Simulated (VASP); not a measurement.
# C (P1) in VASP: settings compared, part 2 of 2

VASP 6.6.1. The steps go on from the part before.

### Step 3. Single point, PBE (atoms moved at random)

INCAR reads:

```
PREC = Accurate ; ENCUT = 520
EDIFF = 1E-6 ; ISMEAR = 0
SIGMA = 0.05 ; LREAL = F
LASPH = T ; NELM = 100
ALGO = Normal ; ISIF = 2
LWAVE = F ; LCHARG = F
GGA = PE ; NBANDS = 26
```

KPOINTS reads:

```
regular mesh
0
Gamma
  12 12 4
```

POSCAR reads:

```
C
1.0
    2.5180184915      0.0000000000      0.0000000000
   -1.2590092457      2.1806679808      0.0000000000
    0.0000000000      0.0000000000      8.3045881819
C
8
Direct
   -0.0195358270     -0.0626525361      0.0904355284
   -0.0307894501      0.0441036278      0.5871343067
    0.0124764065      0.0175546694      0.4112228654
    0.0574043095      0.0055830552      0.9125756497
    0.3220616971      0.6765562193      0.1692530075
    0.6554579775      0.3384069273      0.6449117938
    0.3052507611      0.6335059493      0.3441985592
    0.6976741255      0.3469420879      0.8402682893
```

Potentials or basis: VASP PAW PBE potentials, release 64 (C).

Launch:

```
$ cat potpaw_PBE.64/C/POTCAR > POTCAR
$ mpirun -np 1 vasp_std > vasp.out
```

Wall time 8.5 min (1 thread of Intel Xeon 8259CL, shared host); peak memory 0.33 GiB.

The run converged. Its results:

* Free energy: -70.8520 eV
* Pressure: 8.8 GPa
* Largest force: 6.369 eV/Å
* Band gap on the k mesh: 1.88 eV (least direct gap 1.98 eV)

Forces in eV/Å, atoms in the order of the input:
```
C   -1.453  3.697  3.469
C    4.908 -3.410  0.271
C   -1.495 -3.092 -2.064
C   -2.647 -0.576 -3.138
C    2.110 -3.135 -5.127
C   -3.365  2.982  3.448
C    0.655  3.979  1.838
C    1.287 -0.444  1.302
```

Stress tensor (GPa, compression positive):
```
 6.58 -3.11 -1.71
-3.11  9.15 -1.46
-1.71 -1.46 10.53
```

Levels at points of the mesh, in eV from the valence-band top:
| k point | band 13 | band 14 | band 15 | band 16 | band 17 | band 18 | band 19 | band 20 |
| --- | --- | --- | --- | --- | --- | --- | --- | --- |
| (0.00, 0.00, 0.00) | -2.71 | -2.12 | -1.25 | 0.00 | 1.98 | 2.75 | 3.38 | 3.94 |
| (0.50, 0.00, 0.00) | -6.73 | -6.35 | -5.39 | -3.88 | 2.00 | 2.54 | 3.02 | 3.94 |
| (0.00, 0.50, 0.00) | -7.03 | -6.06 | -5.77 | -4.35 | 2.33 | 3.15 | 3.40 | 4.39 |
| (0.50, 0.50, 0.00) | -6.54 | -6.03 | -5.92 | -3.85 | 2.48 | 3.32 | 3.51 | 4.28 |
| (0.00, 0.00, 0.50) | -2.40 | -2.07 | -1.47 | -0.37 | 2.47 | 2.96 | 3.31 | 3.82 |
| (0.50, 0.00, 0.50) | -6.75 | -6.50 | -5.47 | -4.21 | 1.98 | 2.65 | 3.54 | 4.57 |
| (0.00, 0.50, 0.50) | -7.07 | -6.78 | -5.39 | -4.82 | 2.40 | 3.05 | 4.04 | 4.97 |
| (0.50, 0.50, 0.50) | -7.17 | -6.58 | -5.35 | -4.27 | 2.55 | 3.27 | 4.05 | 4.68 |

Caveat: the cell differs from its parent crystal (atoms moved at random); the cell stands under pressure; forces of over 1 eV/Å act on the atoms, so gaps and moduli don't describe the material at rest.

### Step 4. Single point, LDA

INCAR reads:

```
  PREC = Accurate
  ENCUT = 520
  EDIFF = 1E-6
  ISMEAR = 0
  SIGMA = 0.05
  LREAL = F
  LASPH = T
  NELM = 60
  ALGO = Normal
  ISIF = 2
  LWAVE = F
  LCHARG = F
  GGA = CA
  NBANDS = 26
```

KPOINTS is that of step 3.

POSCAR is that of step 3.

Potentials or basis: VASP PAW LDA potentials, release 64 (C).

Launch:

```
$ cat potpaw_LDA.64/C/POTCAR > POTCAR
$ mpirun -np 1 vasp_std > vasp.out
```

OUTCAR:

```text
PREC = Accurate
   ENCUT = 520
   EDIFF = 1E-6
   ISMEAR = 0
   LREAL = F
   LASPH = T
   NELM = 60
   ISIF = 2
   GGA = CA

 ion  position               nearest neighbor table
   1  0.980  0.937  0.090-   5 1.47   4 1.49   5 1.59   5 1.74
   2  0.969  0.044  0.587-   6 1.41   3 1.47   6 1.58   6 1.61
   3  0.012  0.018  0.411-   7 1.45   2 1.47   7 1.58   7 1.64
   4  0.057  0.006  0.913-   1 1.49   8 1.52   8 1.56   8 1.64
   5  0.322  0.677  0.169-   7 1.46   1 1.47   1 1.59   1 1.74
   6  0.655  0.338  0.645-   2 1.41   2 1.58   2 1.61   8 1.63
   7  0.305  0.634  0.344-   3 1.45   5 1.46   3 1.58   3 1.64
[... 909 lines left out ...]
  Total       -2.1034058     -1.3044491     -1.0116800     -0.8360110     -0.3688652     -0.4557565
  in kB      -73.9038541    -45.8322460    -35.5457077    -29.3735218    -12.9601998    -16.0131549
  external PRESSURE =     -51.7606026 kB  Pullay stress =       0.0000000 kB

 VOLUME and BASIS-vectors are now :
 -----------------------------------------------------------------------------
  energy-cutoff  :      520.00
  volume of cell :       45.60
      direct lattice vectors                 reciprocal lattice vectors
     2.518018491  0.000000000  0.000000000     0.397137671  0.229287541  0.000000000
    -1.259009246  2.180667981  0.000000000     0.000000000  0.458575083  0.000000000
     0.000000000  0.000000000  8.304588182     0.000000000  0.000000000  0.120415363

 POSITION                                       TOTAL-FORCE (eV/Angst)
 -----------------------------------------------------------------------------------
      1.28870      2.04404      0.75103        -1.405925      3.635985      3.420969
      2.38496      0.09618      4.87591         4.839155     -3.354239      0.227452
      0.00931      0.03828      3.41504        -1.483317     -3.024122     -2.012557
      0.13752      0.01217      7.57856        -2.610982     -0.583864     -3.088481
     -0.04083      1.47534      1.40558         2.067782     -3.071663     -5.057786
      1.22440      0.73795      5.35573        -3.290620      2.927427      3.371806
     -0.02896      1.38147      2.85843         0.635760      3.908664      1.814407
      1.31995      0.75657      6.97808         1.248147     -0.438187      1.324189
 -----------------------------------------------------------------------------------
    total drift:                               -0.000015      0.000051     -0.000845

  FREE ENERGIE OF THE ION-ELECTRON SYSTEM (eV)
  ---------------------------------------------------
  free  energy   TOTEN  =       -79.0660141369 eV

  energy  without entropy=      -79.0660141369  energy(sigma->0) =      -79.06601414
```

Run time: 7 min. Hardware: 1 thread of Intel Xeon 8259CL, shared host; peak memory 0.32 GiB.

What came out:

| Property | Result |
| --- | --- |
| Free energy | -79.0660 eV |
| Pressure | -5.2 GPa |
| Largest force | 6.268 eV/Å |
| Band gap on the k mesh | 1.86 eV (least direct gap 1.95 eV) |

Forces on the atoms (eV/Å):
```
C   -1.406  3.636  3.421
C    4.839 -3.354  0.227
C   -1.483 -3.024 -2.013
C   -2.611 -0.584 -3.088
C    2.068 -3.072 -5.058
C   -3.291  2.927  3.372
C    0.636  3.909  1.814
C    1.248 -0.438  1.324
```

Stress tensor (GPa, compression positive):
```
-7.39 -2.94 -1.60
-2.94 -4.58 -1.30
-1.60 -1.30 -3.55
```

Levels at points of the mesh, in eV from the valence-band top:
| k point | band 14 | band 15 | band 16 | band 17 | band 18 | band 19 |
| --- | --- | --- | --- | --- | --- | --- |
| (0.00, 0.00, 0.00) | -2.11 | -1.24 | 0.00 | 1.95 | 2.72 | 3.35 |
| (0.50, 0.00, 0.00) | -6.32 | -5.37 | -3.86 | 1.98 | 2.49 | 3.00 |
| (0.00, 0.50, 0.00) | -6.04 | -5.74 | -4.33 | 2.31 | 3.13 | 3.35 |
| (0.50, 0.50, 0.00) | -6.00 | -5.90 | -3.83 | 2.44 | 3.28 | 3.48 |
| (0.00, 0.00, 0.50) | -2.06 | -1.46 | -0.37 | 2.43 | 2.93 | 3.27 |
| (0.50, 0.00, 0.50) | -6.46 | -5.45 | -4.19 | 1.96 | 2.60 | 3.49 |
| (0.00, 0.50, 0.50) | -6.75 | -5.38 | -4.80 | 2.38 | 3.03 | 3.95 |
| (0.50, 0.50, 0.50) | -6.54 | -5.32 | -4.25 | 2.52 | 3.22 | 3.98 |

Caveat: the cell stands under tension; forces of over 1 eV/Å act on the atoms, so gaps and moduli don't describe the material at rest. A k mesh can miss the band edges.

### Step 5. Summary

| level | potentials or basis | cell | gap on the mesh (eV) | pressure (GPa) | largest force (eV/Å) |
| --- | --- | --- | --- | --- | --- |
| PBE | VASP PAW PBE potentials, release 64 (C) | as given, atomic positions A | none | 54.9 | 9.65 |
| PBE | VASP PAW PBE potentials, release 64 (C) | as given, atomic positions B | 1.88 | 8.8 | 6.37 |
| LDA | VASP PAW LDA potentials, release 64 (C) | as given, atomic positions B | 1.86 | -5.2 | 6.27 |

Alike in all rows: task single point; no spin polarisation; k mesh 12 × 12 × 4; cutoff (eV) 520; smearing gaussian 0.05 eV.

Caveats: forces of over 1 eV/Å act on the atoms, so gaps and moduli don't describe the material at rest; the stress differs along the axes, from 15 to 100 GPa (at least some runs); this functional lacks dispersion, which binds layers or chains, so the pressure and a relaxed spacing across them are unreliable (at least some runs); the cell stands under pressure (at least some runs); the cell stands under tension (at least some runs).

Absolute energies hang on the potentials; compare differences alone.
